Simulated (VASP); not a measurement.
# Ag (P1) in VASP: single point with PBE+D3(BJ)

Aim: the single point of Ag with PBE+D3(BJ).

Program: VASP 6.6.1. These are calculated values, not measurements. Logs are shortened: lines on timing, memory, paths and dates and some standing lists are left out, and cuts for length are marked.

## Step 1: The cell of the first run

The typed cell holds 3 atoms: a = 7.403 Å, b = 7.403 Å, c = 7.403 Å, α = 22.96°, β = 22.96°, γ = 22.96°.

## Step 2: Single point, PBE+D3(BJ)

The input, INCAR:

```
SYSTEM = Ag
ALGO = Normal
EDIFF = 1E-6
ENCUT = 630
GGA = PE
GGA_COMPAT = .False.
ISIF = 2
ISMEAR = 0
IVDW = 12
LASPH = .True.
LCHARG = .False.
LREAL = .False.
LWAVE = .False.
NBANDS = 36
NELM = 120
PREC = Accurate
SIGMA = 0.1
```

The input, KPOINTS:

```
k-points
0
Gamma
  6 1 1
  0 0 0
```

The input, POSCAR:

```
Ag
1.0
    1.4730471633      0.8504641762      7.2046500000
   -1.4730471633      0.8504641762      7.2046500000
    0.0000000000     -1.7009283525      7.2046500000
Ag
3
Direct
    0.0000000000      0.0000000000      0.0000000000
    0.7777190000      0.7777190000      0.7777190000
    0.3919972224      0.0525647776      0.2222810000
```

Potentials or basis: VASP PAW PBE potentials, release 64 (Ag_sv_GW).

Launch:

```console
> cat potpaw_PBE.64/Ag_sv_GW/POTCAR > POTCAR
> mpirun -np 1 vasp_std > vasp.out
```

OUTCAR:

```text
SYSTEM = Ag
   EDIFF = 1E-6
   ENCUT = 630
   GGA = PE
   ISIF = 2
   ISMEAR = 0
   IVDW = 12
   LASPH = .True.
   LREAL = .False.
   NELM = 120
   PREC = Accurate
 IVDW          = 12

 ion  position               nearest neighbor table
   1  0.000  0.000  0.000-
   2  0.778  0.778  0.778-
   3  0.392  0.053  0.222-

  LATTYP: Found a trigonal (rhomboedric) cell.
 ALAT       =     7.4027115899
 COS(alpha) =     0.9208079399

  Lattice vectors:

 A1 = (   1.4730471633,   0.8504641762,   7.2046500000)
 A2 = (  -1.4730471633,   0.8504641762,   7.2046500000)
 A3 = (   0.0000000000,  -1.7009283525,   7.2046500000)

Analysis of symmetry for initial positions (statically):
=====================================================================
 Subroutine PRICEL returns:
 Original cell was already a primitive cell.

 Routine SETGRP: Setting up the symmetry group for a
 trigonal (rhombohedral) supercell.

 Subroutine GETGRP returns: Found  1 space group operations
 (whereof  1 operations were pure point group operations)
 out of a pool of 12 trial point group operations.

The static configuration has the point symmetry C_1 .

Analysis of symmetry for dynamics (positions and initial velocities):
=====================================================================
 Subroutine PRICEL returns:
 Original cell was already a primitive cell.

 Routine SETGRP: Setting up the symmetry group for a
 trigonal (rhombohedral) supercell.

 Subroutine GETGRP returns: Found  1 space group operations
 (whereof  1 operations were pure point group operations)
 out of a pool of 12 trial point group operations.

The dynamic configuration has the point symmetry C_1 .

 Subroutine INISYM returns: Found  1 space group operations
 (whereof  1 operations are pure point group operations),
 and found     1 'primitive' translations

----------------------------------------------------------------------------------------

                                     Primitive cell

  volume of cell :      54.1548

  direct lattice vectors                    reciprocal lattice vectors
     1.473047163  0.850464176  7.204650000     0.339432445  0.195971413  0.046266416
    -1.473047163  0.850464176  7.204650000    -0.339432445  0.195971413  0.046266416
     0.000000000 -1.700928353  7.204650000     0.000000000 -0.391942827  0.046266416

  length of vectors
     7.402711590  7.402711590  7.402711590     0.394664111  0.394664111  0.394664111

  position of ions in fractional coordinates (direct lattice)
     0.000000000  0.000000000  0.000000000
     0.777719000  0.777719000  0.777719000
     0.391997222  0.052564778  0.222281000

  ion indices of the primitive-cell ions
   primitive index   ion index
                 1           1
                 2           2
                 3           3

----------------------------------------------------------------------------------------

 KPOINTS: k-points

Automatic generation of k-mesh.
 Grid dimensions read from file:
 generate k-points for:    6    1    1

 Generating k-lattice:

  Cartesian coordinates                     Fractional coordinates (reciprocal lattice)
     0.056572074  0.032661902  0.007711069     0.166666667 -0.000000000 -0.000000000
    -0.339432445  0.195971413  0.046266416    -0.000000000  1.000000000  0.000000000
     0.000000000 -0.391942827  0.046266416     0.000000000  0.000000000  1.000000000

  Length of vectors
     0.065777352  0.394664111  0.394664111

  Shift w.r.t. Gamma in fractional coordinates (k-lattice)
     0.000000000  0.000000000  0.000000000

 -----------------------------------------------------------------------------
|                                                                             |
|           W    W    AA    RRRRR   N    N  II  N    N   GGGG   !!!           |
|           W    W   A  A   R    R  NN   N  II  NN   N  G    G  !!!           |
|           W    W  A    A  R    R  N N  N  II  N N  N  G       !!!           |
|           W WW W  AAAAAA  RRRRR   N  N N  II  N  N N  G  GGG   !            |
|           WW  WW  A    A  R   R   N   NN  II  N   NN  G    G                |
|           W    W  A    A  R    R  N    N  II  N    N   GGGG   !!!           |
|                                                                             |
|     Your reciprocal lattice and k-lattice belong to different lattice       |
|     classes:                                                                |
|                                                                             |
|        The reciprocal lattice is rhombohedral (trigonal),                   |
|        whereas your k-lattice is base-centered monoclinic.                  |
|                                                                             |
|     Results are often still useful ...                                      |
|                                                                             |
 -----------------------------------------------------------------------------

 WARNING: IBZKPT: internal override: KBLOWUP is changed to .FALSE.
      ... skipping the blow-up phase ...

 Subroutine IBZKPT returns following result:
 ===========================================

 Found      4 irreducible k-points:

 Following reciprocal coordinates:
            Coordinates               Weight
  0.000000  0.000000  0.000000      1.000000
  0.166667 -0.000000  0.000000      2.000000
  0.333333 -0.000000  0.000000      2.000000
  0.500000 -0.000000  0.000000      1.000000
   k-points           NKPTS =      4   k-points in BZ     NKDIM =      4   number of bands    NBANDS=     36
   number of dos      NEDOS =    301   number of ions     NIONS =      3
   total plane-waves  NPLWV = 262144
   dimension x,y,z NGX =    64 NGY =   64 NGZ =   64
   dimension x,y,z NGXF=   128 NGYF=  128 NGZF=  128
   ions per type =               3
   NGX,Y,Z   is equivalent  to a cutoff of  14.37, 14.37, 14.37 a.u.
   NGXF,Y,Z  is equivalent  to a cutoff of  28.75, 28.75, 28.75 a.u.
 SYSTEM =  Ag
   PREC   = accura    normal or accurate (medium, high low for compatibility)
   ISTART =      0    job   : 0-new  1-cont  2-samecut
   ICHARG =      2    charge: 1-file 2-atom 10-const
   ISPIN  =      1    spin polarized calculation?
   LNONCOLLINEAR =      F non collinear calculations
   LSORBIT =      F    spin-orbit coupling
   LASPH  =      T    aspherical Exc in radial PAW
   ENCUT  =  630.0 eV  46.30 Ry    6.80 a.u.  15.15 15.15 15.15*2*pi/ulx,y,z
   NELM   =    120;   NELMIN=  2; NELMDL= -5     # of ELM steps
   EDIFF  = 0.1E-05   stopping-criterion for ELM
   LREAL  =      F    real-space projection
   EDIFFG = 0.1E-04   stopping-criterion for IOM
   NSW    =      0    number of steps for IOM
   IBRION =     -1    ionic relax: 0-MD 1-quasi-New 2-CG
   NFREE  =      0    steps in history (QN), initial steepest desc. (CG)
   ISIF   =      2    stress and relaxation
   ISYM   =      2    0-nonsym 1-usesym 2-fastsym
   POTIM  = 0.5000    time-step for ionic-motion
   TEBEG  =    0.0;   TEEND  =   0.0 temperature during run
   PSTRESS=    0.0 pullay stress
   NELECT =      57.0000    total number of electrons
   NUPDOWN=      -1.0000    fix difference up-down
   EMIN   =  10.00;   EMAX   =-10.00  energy-range for DOS
   EFERMI =   0.00;   METHOD = LEGACY
   ISMEAR =     0;   SIGMA  =   0.10  broadening in eV -4-tet -1-fermi 0-gaus
   EFERMI_NEDOS =   21; number of points for ismear=-14 and -15
   IALGO  =     38    algorithm
   IMIX   =      4    mixing-type and parameters
     AMIX     =   0.40;   BMIX     =  1.00
     AMIX_MAG =   1.60;   BMIX_MAG =  1.00
  volume/ion in A,a.u.               =      18.05       121.82
  Fermi-wavevector in a.u.,A,eV,Ry     =   1.665281  3.146925 37.731141  2.773161
  Thomas-Fermi vector in A             =   2.751678
   LORBIT       =      0    0 simple, 1 ext, 2 COOP (PROOUT), +10 PAW based schemes
   GGA     = PE    functional components
   LHFCALC =     F    Hartree Fock is set to
   AEXX    =    0.0000 exact exchange contribution
   IVDW    =    12    specifies the selected vdW correction
   LEPSILON=     F    determine dielectric tensor
   LRPA    =     F    only Hartree local field effects (RPA)
 non-spin polarized calculation
 Gauss-broadening in eV      SIGMA  =   0.10
  energy-cutoff  :      630.00
  volume of cell :       54.15
 maximum number of plane-waves:      1946
 NGX is ok and might be reduce to    64
   NGX = 31   NGY = 31   NGZ = 31

 number of electron      57.0000001 magnetization

 Free energy of the ion-electron system (eV)
  ---------------------------------------------------
  ext. energy  EPLUGINS =         0.00000000
  ---------------------------------------------------
  free energy    TOTEN  =        -6.20998553 eV

  energy without entropy =       -6.20998532  energy(sigma->0) =       -6.20998542

 E-fermi :   4.8753     XC(G=0): -12.1391

 val. band max:        4.5280392052   @ k =   0.1667  -0.0000   0.0000
 cond. band min:       5.2225607521   @ k =   0.1667  -0.0000   0.0000
 fundamental gap:      0.6945215469
 Fermi energy:         4.8752990777

 k-point     1 :       0.0000    0.0000    0.0000
  band No.  band energies     occupation
      1     -85.3856      2.00000
      2     -85.3246      2.00000
      3     -85.2982      2.00000
      4     -49.0216      2.00000
      5     -48.9496      2.00000
      6     -48.8847      2.00000
[... 28 lines left out ...]
     35      22.8693      0.00000
     36      24.0186      0.00000

 k-point     2 :       0.1667   -0.0000    0.0000
  band No.  band energies     occupation
      1     -85.3833      2.00000
      2     -85.3225      2.00000
      3     -85.2961      2.00000
      4     -49.0213      2.00000
      5     -48.9463      2.00000
      6     -48.9056      2.00000
[... 28 lines left out ...]
     35      21.7169      0.00000
     36      22.3713      0.00000

 k-point     3 :       0.3333   -0.0000    0.0000
  band No.  band energies     occupation
      1     -85.3789      2.00000
      2     -85.3182      2.00000
      3     -85.2921      2.00000
      4     -49.0242      2.00000
      5     -48.9571      2.00000
      6     -48.9387      2.00000
[... 28 lines left out ...]
     35      17.6842      0.00000
     36      19.0985      0.00000

 k-point     4 :       0.5000   -0.0000    0.0000
  band No.  band energies     occupation
      1     -85.3766      2.00000
      2     -85.3161      2.00000
      3     -85.2901      2.00000
      4     -49.0295      2.00000
      5     -48.9723      2.00000
      6     -48.9526      2.00000
[... 28 lines left out ...]
     35      18.1056      0.00000
     36      18.3423      0.00000

------------------------ aborting loop because EDIFF is reached ----------------------------------------

 Edisp (eV)   -1.66658

 E8    (eV) :    -0.7282

  FORCE on cell =-STRESS in cart. coord.  units (eV):
  Direction    XX          YY          ZZ          XY          YZ          ZX
  --------------------------------------------------------------------------------------
  -------------------------------------------------------------------------------------
  Total      -5.04993    -7.47057    -1.98296     2.30394    -0.79041    -1.09794
  in kB    -149.40281  -221.01779   -58.66610    68.16228   -23.38430   -32.48281
  external pressure =     -143.03 kB  Pullay stress =        0.00 kB

 VOLUME and BASIS-vectors are now :
 -----------------------------------------------------------------------------
  energy-cutoff  :      630.00
  volume of cell :       54.15
      direct lattice vectors                 reciprocal lattice vectors
     1.473047163  0.850464176  7.204650000     0.339432445  0.195971413  0.046266416
    -1.473047163  0.850464176  7.204650000    -0.339432445  0.195971413  0.046266416
     0.000000000 -1.700928353  7.204650000     0.000000000 -0.391942827  0.046266416

 POSITION                                       TOTAL-FORCE (eV/Angst)
 -----------------------------------------------------------------------------------
      0.00000      0.00000      0.00000         0.244246      0.122970      0.116192
      0.00000     -0.00000     16.80958         0.000537      0.071835     -0.174053
      0.50000     -0.00000      4.80437        -0.244782     -0.194806      0.057861
 -----------------------------------------------------------------------------------
    total drift:                               -0.000271     -0.000410     -0.000150

  FREE ENERGIE OF THE ION-ELECTRON SYSTEM (eV)
  ---------------------------------------------------
  free  energy   TOTEN  =        -7.8765692617 eV

  energy  without entropy=       -7.8765690438  energy(sigma->0) =       -7.87656915
```

Wall time 74 s (1 thread of Intel Xeon Platinum 8375C at 2.90GHz (Ice Lake), shared host); peak memory 0.47 GiB.

Results:

- Free energy: -7.8766 eV
- Pressure: -14.3 GPa
- Largest force: 0.318 eV/Å
- Band gap on the k mesh: zero (an odd number of electrons rules out a gap without spin polarisation)
- Dispersion energy per atom: -0.556 eV

Forces on the atoms (eV/Å):
```
Ag   0.244  0.123  0.116
Ag   0.001  0.072 -0.174
Ag  -0.245 -0.195  0.058
```

Levels at points of the mesh, in eV from the Fermi level:
| k point | band 24 | band 25 | band 26 | band 27 | band 28 | band 29 | band 30 | band 31 | band 32 | band 33 |
| --- | --- | --- | --- | --- | --- | --- | --- | --- | --- | --- |
| (0.00, 0.00, 0.00) | -1.99 | -1.81 | -1.76 | -1.62 | -1.44 | -1.41 | -1.37 | 9.31 | 9.32 | 17.22 |
| (0.50, 0.00, 0.00) | -1.24 | -1.20 | -1.07 | -1.05 | 2.06 | 2.29 | 2.77 | 6.67 | 6.78 | 7.73 |

Caveat: the k points lie up to 2.18 Å⁻¹ apart, too coarse for converged energies and pressures of a metal; three body term missing.

The gap in the log of VASP goes by the Fermi energy; the results here count the filled bands.